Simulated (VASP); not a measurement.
# ReSb2 (P-4m2) in VASP: a series of runs

ReSb2 is run at these levels: PBE; tasks: single point, relaxation of cell and atoms.

Program: VASP 6.6.1. These are calculated values, not measurements. Logs are shortened: lines on timing, memory, paths and dates and some standing lists are left out, and cuts for length are marked.

### 1 The cell of the first run

The structure is tetragonal, space group P-4m2 (No. 115). The conventional cell has a = 3.239 Å, b = 3.239 Å, c = 6.992 Å, α = 90.00°, β = 90.00°, γ = 90.00°. Re (site symmetry -4m2) has 4 Sb at 2.64 Å and 4 Re at 3.24 Å within 3.5 Å. Within 3.7 Å of Sb (site symmetry 2mm) lie 2 Re at 2.64 Å and 8 Sb at 3.24 to 3.64 Å.

### 2 Single point, PBE (atoms taken out)

INCAR reads:

```
ALGO = Normal
EDIFF = 1E-7
ENCUT = 520
GGA = PE
ISIF = 2
ISMEAR = 0
LASPH = T
LCHARG = T
LELF = T
LREAL = F
LVHAR = T
LWAVE = F
NBANDS = 16
NELM = 100
PREC = Accurate
SIGMA = 0.1
```

KPOINTS reads:

```
k-points
0
Gamma
  4 4 4
```

POSCAR reads:

```
ReSb2
1.0
    3.2388421831      0.0000000000      0.0000000000
    0.0000000000      3.2388421831      0.0000000000
    0.0000000000      0.0000000000      6.9923313656
Re Sb
1 2
Direct
    0.0000000000      0.0000000000      0.0000000000
    0.5000000000      0.0000000000      0.2979305665
    0.0000000000      0.5000000000      0.7020694335
```

Potentials or basis: VASP PAW PBE potentials, release 64 (Re, Sb).

Command:

```sh
$ cat potpaw_PBE.64/Re/POTCAR potpaw_PBE.64/Sb/POTCAR > POTCAR
$ mpirun -np 1 vasp_std > vasp.out
```

OUTCAR:

```text
EDIFF = 1E-7
   ENCUT = 520
   GGA = PE
   ISIF = 2
   ISMEAR = 0
   LASPH = T
   LREAL = F
   NELM = 100
   PREC = Accurate

 ion  position               nearest neighbor table
   1  0.000  0.000  0.000-   2 2.64   3 2.64   3 2.64   2 2.64
   2  0.500  0.000  0.298-   1 2.64   1 2.64   3 3.64   3 3.64   3 3.64   3 3.64
   3  0.000  0.500  0.702-   1 2.64   1 2.64   2 3.64   2 3.64   2 3.64   2 3.64

  LATTYP: Found a simple tetragonal cell.
 ALAT       =     3.2388421831
 C/A-ratio  =     2.1588984490

  Lattice vectors:

 A1 = (   3.2388421831,   0.0000000000,   0.0000000000)
 A2 = (   0.0000000000,   3.2388421831,   0.0000000000)
 A3 = (   0.0000000000,   0.0000000000,   6.9923313656)

Analysis of symmetry for initial positions (statically):
=====================================================================
 Subroutine PRICEL returns:
 Original cell was already a primitive cell.

 Routine SETGRP: Setting up the symmetry group for a
 simple tetragonal supercell.

 Subroutine GETGRP returns: Found  8 space group operations
 (whereof  8 operations were pure point group operations)
 out of a pool of 16 trial point group operations.

The static configuration has the point symmetry D_2d.

Analysis of symmetry for dynamics (positions and initial velocities):
=====================================================================
 Subroutine PRICEL returns:
 Original cell was already a primitive cell.

 Routine SETGRP: Setting up the symmetry group for a
 simple tetragonal supercell.

 Subroutine GETGRP returns: Found  8 space group operations
 (whereof  8 operations were pure point group operations)
 out of a pool of 16 trial point group operations.

The dynamic configuration has the point symmetry D_2d.

 Subroutine INISYM returns: Found  8 space group operations
 (whereof  8 operations are pure point group operations),
 and found     1 'primitive' translations

----------------------------------------------------------------------------------------

                                     Primitive cell

  volume of cell :      73.3502

  direct lattice vectors                    reciprocal lattice vectors
     3.238842183  0.000000000  0.000000000     0.308752308  0.000000000  0.000000000
     0.000000000  3.238842183  0.000000000     0.000000000  0.308752308  0.000000000
     0.000000000  0.000000000  6.992331366     0.000000000  0.000000000  0.143013817

  length of vectors
     3.238842183  3.238842183  6.992331366     0.308752308  0.308752308  0.143013817

  position of ions in fractional coordinates (direct lattice)
     0.000000000  0.000000000  0.000000000
     0.500000000  0.000000000  0.297930566
     0.000000000  0.500000000  0.702069434

  ion indices of the primitive-cell ions
   primitive index   ion index
                 1           1
                 2           2
                 3           3

----------------------------------------------------------------------------------------

 KPOINTS: k-points

Automatic generation of k-mesh.
 Grid dimensions read from file:
 generate k-points for:    4    4    4

 Generating k-lattice:

  Cartesian coordinates                     Fractional coordinates (reciprocal lattice)
     0.077188077  0.000000000  0.000000000     0.250000000  0.000000000  0.000000000
     0.000000000  0.077188077  0.000000000     0.000000000  0.250000000  0.000000000
     0.000000000  0.000000000  0.035753454     0.000000000  0.000000000  0.250000000

  Length of vectors
     0.077188077  0.077188077  0.035753454

  Shift w.r.t. Gamma in fractional coordinates (k-lattice)
     0.000000000  0.000000000  0.000000000

 Subroutine IBZKPT returns following result:
 ===========================================

 Found     18 irreducible k-points:

 Following reciprocal coordinates:
            Coordinates               Weight
  0.000000  0.000000  0.000000      1.000000
  0.250000  0.000000  0.000000      4.000000
  0.500000  0.000000  0.000000      2.000000
  0.250000  0.250000  0.000000      4.000000
  0.500000  0.250000  0.000000      4.000000
  0.500000  0.500000  0.000000      1.000000
[... 10 lines left out ...]
  0.500000  0.250000  0.500000      4.000000
  0.500000  0.500000  0.500000      1.000000
   k-points           NKPTS =     18   k-points in BZ     NKDIM =     18   number of bands    NBANDS=     16
   number of dos      NEDOS =    301   number of ions     NIONS =      3
   total plane-waves  NPLWV =  31104
   dimension x,y,z NGX =    24 NGY =   24 NGZ =   54
   dimension x,y,z NGXF=    48 NGYF=   48 NGZF=  108
   ions per type =               1   2
   NGX,Y,Z   is equivalent  to a cutoff of  12.32, 12.32, 12.84 a.u.
   NGXF,Y,Z  is equivalent  to a cutoff of  24.64, 24.64, 25.68 a.u.
 SYSTEM =  unknown system
   PREC   = accura    normal or accurate (medium, high low for compatibility)
   ISTART =      0    job   : 0-new  1-cont  2-samecut
   ICHARG =      2    charge: 1-file 2-atom 10-const
   ISPIN  =      1    spin polarized calculation?
   LNONCOLLINEAR =      F non collinear calculations
   LSORBIT =      F    spin-orbit coupling
   LASPH  =      T    aspherical Exc in radial PAW
   ENCUT  =  520.0 eV  38.22 Ry    6.18 a.u.   6.02  6.02 13.00*2*pi/ulx,y,z
   NELM   =    100;   NELMIN=  2; NELMDL= -5     # of ELM steps
   EDIFF  = 0.1E-06   stopping-criterion for ELM
   LREAL  =      F    real-space projection
   EDIFFG = 0.1E-05   stopping-criterion for IOM
   NSW    =      0    number of steps for IOM
   IBRION =     -1    ionic relax: 0-MD 1-quasi-New 2-CG
   NFREE  =      0    steps in history (QN), initial steepest desc. (CG)
   ISIF   =      2    stress and relaxation
   ISYM   =      2    0-nonsym 1-usesym 2-fastsym
   POTIM  = 0.5000    time-step for ionic-motion
   TEBEG  =    0.0;   TEEND  =   0.0 temperature during run
   PSTRESS=    0.0 pullay stress
   NELECT =      17.0000    total number of electrons
   NUPDOWN=      -1.0000    fix difference up-down
   EMIN   =  10.00;   EMAX   =-10.00  energy-range for DOS
   EFERMI =   0.00;   METHOD = LEGACY
   ISMEAR =     0;   SIGMA  =   0.10  broadening in eV -4-tet -1-fermi 0-gaus
   EFERMI_NEDOS =   21; number of points for ismear=-14 and -15
   IALGO  =     38    algorithm
   IMIX   =      4    mixing-type and parameters
     AMIX     =   0.40;   BMIX     =  1.00
     AMIX_MAG =   1.60;   BMIX_MAG =  1.00
  volume/ion in A,a.u.               =      24.45       165.00
  Fermi-wavevector in a.u.,A,eV,Ry     =   1.005597  1.900303 13.758554  1.011225
  Thomas-Fermi vector in A             =   2.138286
   LORBIT       =      0    0 simple, 1 ext, 2 COOP (PROOUT), +10 PAW based schemes
   GGA     = PE    functional components
   LHFCALC =     F    Hartree Fock is set to
   AEXX    =    0.0000 exact exchange contribution
   IVDW    =     0    specifies the selected vdW correction
   LEPSILON=     F    determine dielectric tensor
   LRPA    =     F    only Hartree local field effects (RPA)
 non-spin polarized calculation
 Gauss-broadening in eV      SIGMA  =   0.10
  energy-cutoff  :      520.00
  volume of cell :       73.35
 maximum number of plane-waves:      2008
   NGX = 13   NGY = 13   NGZ = 27

 number of electron      16.9999998 magnetization

 Free energy of the ion-electron system (eV)
  ---------------------------------------------------
  ext. energy  EPLUGINS =         0.00000000
  ---------------------------------------------------
  free energy    TOTEN  =       -18.42801372 eV

  energy without entropy =      -18.41961266  energy(sigma->0) =      -18.42381319

 E-fermi :   6.9542     XC(G=0): -10.6065

 val. band max:        6.8739406539   @ k =   0.5000   0.0000   0.5000
 cond. band min:       7.1797546470   @ k =   0.5000   0.2500   0.5000
 fundamental gap:      0.3058139931
 Fermi energy:         6.9541725561

 k-point     1 :       0.0000    0.0000    0.0000
  band No.  band energies     occupation
      1      -4.8485      2.00000
      2      -2.9139      2.00000
      3       1.1049      2.00000
      4       4.4644      2.00000
      5       5.0985      2.00000
      6       6.3177      2.00000
[... 8 lines left out ...]
     15      14.6565      0.00000
     16      14.7352      0.00000

 k-point     2 :       0.2500    0.0000    0.0000
  band No.  band energies     occupation
      1      -4.0056      2.00000
      2      -2.3311      2.00000
      3       2.0547      2.00000
      4       4.3380      2.00000
      5       4.5653      2.00000
      6       5.0080      2.00000
[... 8 lines left out ...]
     15      13.8112      0.00000
     16      15.3597      0.00000

 k-point     3 :       0.5000    0.0000    0.0000
  band No.  band energies     occupation
      1      -2.1850      2.00000
      2      -2.0062      2.00000
      3       2.0014      2.00000
      4       2.4639      2.00000
      5       3.7675      2.00000
      6       5.2324      2.00000
[... 8 lines left out ...]
     15      13.8148      0.00000
     16      16.4683      0.00000

 k-point     4 :       0.2500    0.2500    0.0000
  band No.  band energies     occupation
      1      -3.1735      2.00000
      2      -1.7221      2.00000
      3       3.0007      2.00000
      4       4.3070      2.00000
      5       4.7123      2.00000
      6       5.2473      2.00000
[... 8 lines left out ...]
     15      14.5615      0.00000
     16      14.7888      0.00000

 k-point     5 :       0.5000    0.2500    0.0000
  band No.  band energies     occupation
      1      -1.3955      2.00000
      2      -1.2750      2.00000
      3       2.6451      2.00000
      4       2.7408      2.00000
      5       4.9336      2.00000
      6       4.9347      2.00000
[... 8 lines left out ...]
     15      13.8643      0.00000
     16      14.2388      0.00000

 k-point     6 :       0.5000    0.5000    0.0000
  band No.  band energies     occupation
      1      -0.0411      2.00000
      2      -0.0411      2.00000
      3       2.3926      2.00000
      4       2.8884      2.00000
      5       5.1802      2.00000
      6       5.1802      2.00000
[... 8 lines left out ...]
     15      11.8271      0.00000
     16      11.9667      0.00000

 k-point     7 :       0.0000    0.0000    0.2500
  band No.  band energies     occupation
      1      -4.6648      2.00000
      2      -3.3359      2.00000
      3       1.7962      2.00000
      4       4.1374      2.00000
      5       5.2484      2.00000
      6       6.2652      2.00000
[... 8 lines left out ...]
     15      14.2281      0.00000
     16      14.3416      0.00000

 k-point     8 :       0.2500    0.0000    0.2500
  band No.  band energies     occupation
      1      -3.8410      2.00000
      2      -2.6609      2.00000
      3       2.5208      2.00000
      4       4.2161      2.00000
      5       4.4310      2.00000
      6       5.1284      2.00000
[... 8 lines left out ...]
     15      14.9147      0.00000
     16      15.2133      0.00000

 k-point     9 :       0.5000    0.0000    0.2500
  band No.  band energies     occupation
      1      -2.1258      2.00000
      2      -2.0207      2.00000
      3       1.8906      2.00000
      4       2.1521      2.00000
      5       4.2498      2.00000
      6       4.8057      2.00000
[... 8 lines left out ...]
     15      12.9670      0.00000
     16      16.6847      0.00000
[... 58 lines left out ...]
 k-point    13 :       0.0000    0.0000    0.5000
  band No.  band energies     occupation
      1      -4.2787      2.00000
      2      -3.9185      2.00000
      3       3.1135      2.00000
      4       3.1730      2.00000
      5       5.4397      2.00000
      6       6.2164      2.00000
[... 8 lines left out ...]
     15      13.9672      0.00000
     16      14.8337      0.00000

 k-point    14 :       0.2500    0.0000    0.5000
  band No.  band energies     occupation
      1      -3.5185      2.00000
      2      -3.1279      2.00000
      3       3.1157      2.00000
      4       3.9235      2.00000
      5       4.3761      2.00000
      6       5.3701      2.00000
[... 8 lines left out ...]
     15      14.8736      0.00000
     16      15.0040      0.00000

 k-point    15 :       0.5000    0.0000    0.5000
  band No.  band energies     occupation
      1      -2.0616      2.00000
      2      -2.0349      2.00000
      3       1.5060      2.00000
      4       2.3345      2.00000
      5       4.4183      2.00000
      6       4.4869      2.00000
[... 8 lines left out ...]
     15      13.0426      0.00000
     16      16.6291      0.00000

 k-point    16 :       0.2500    0.2500    0.5000
  band No.  band energies     occupation
      1      -2.7605      2.00000
      2      -2.3523      2.00000
      3       3.6442      2.00000
      4       4.2630      2.00000
      5       4.5211      2.00000
      6       5.2663      2.00000
[... 8 lines left out ...]
     15      14.6516      0.00000
     16      15.6102      0.00000

 k-point    17 :       0.5000    0.2500    0.5000
  band No.  band energies     occupation
      1      -1.3025      2.00000
      2      -1.2961      2.00000
      3       2.2822      2.00000
      4       2.8975      2.00000
      5       4.7736      2.00000
      6       4.7871      2.00000
[... 8 lines left out ...]
     15      12.7419      0.00000
     16      13.3298      0.00000

 k-point    18 :       0.5000    0.5000    0.5000
  band No.  band energies     occupation
      1      -0.0571      2.00000
      2      -0.0571      2.00000
      3       2.9817      2.00000
      4       3.3355      2.00000
      5       3.9252      2.00000
      6       4.0124      2.00000
[... 8 lines left out ...]
     15      13.5743      0.00000
     16      13.5763      0.00000

------------------------ aborting loop because EDIFF is reached ----------------------------------------

  FORCE on cell =-STRESS in cart. coord.  units (eV):
  Direction    XX          YY          ZZ          XY          YZ          ZX
  --------------------------------------------------------------------------------------
  -------------------------------------------------------------------------------------
  Total       -0.0804913     -0.0804913     -0.0470804      0.0000000      0.0000000      0.0000000
  in kB       -1.7581574     -1.7581574     -1.0283703      0.0000000      0.0000000      0.0000000
  external PRESSURE =      -1.5148951 kB  Pullay stress =       0.0000000 kB

 VOLUME and BASIS-vectors are now :
 -----------------------------------------------------------------------------
  energy-cutoff  :      520.00
  volume of cell :       73.35
      direct lattice vectors                 reciprocal lattice vectors
     3.238842183  0.000000000  0.000000000     0.308752308  0.000000000  0.000000000
     0.000000000  3.238842183  0.000000000     0.000000000  0.308752308  0.000000000
     0.000000000  0.000000000  6.992331366     0.000000000  0.000000000  0.143013817

 POSITION                                       TOTAL-FORCE (eV/Angst)
 -----------------------------------------------------------------------------------
      0.00000      0.00000      0.00000         0.000000      0.000000      0.000000
      1.61942      0.00000      2.08323        -0.000000      0.000000     -0.019264
      0.00000      1.61942      4.90910         0.000000      0.000000      0.019264
 -----------------------------------------------------------------------------------
    total drift:                               -0.000000     -0.000000     -0.000000

  FREE ENERGIE OF THE ION-ELECTRON SYSTEM (eV)
  ---------------------------------------------------
  free  energy   TOTEN  =       -18.4280137206 eV

  energy  without entropy=      -18.4196126598  energy(sigma->0) =      -18.42381319
```

Run time: 12 s. Hardware: 1 thread of Intel Xeon 6975P-C (Granite Rapids), shared host; peak memory 0.18 GiB.

What came out:

- Free energy: -18.4280 eV
- Pressure: -0.2 GPa
- Largest force: 0.019 eV/Å
- Band gap on the k mesh: zero (an odd number of electrons rules out a gap without spin polarisation)

Forces on the atoms (eV/Å):
```
Re   0.000  0.000  0.000
Sb   0.000  0.000 -0.019
Sb   0.000  0.000  0.019
```

Caveat: the k points lie up to 0.48 Å⁻¹ apart, too coarse for converged energies and pressures of a metal; the cell differs from its parent crystal (atoms taken out); spin-orbit coupling is left out, which moves the levels of the heavy elements.

(Continued in part 2 of 3.)

The gap in the log of VASP goes by the Fermi energy; the results here count the filled bands.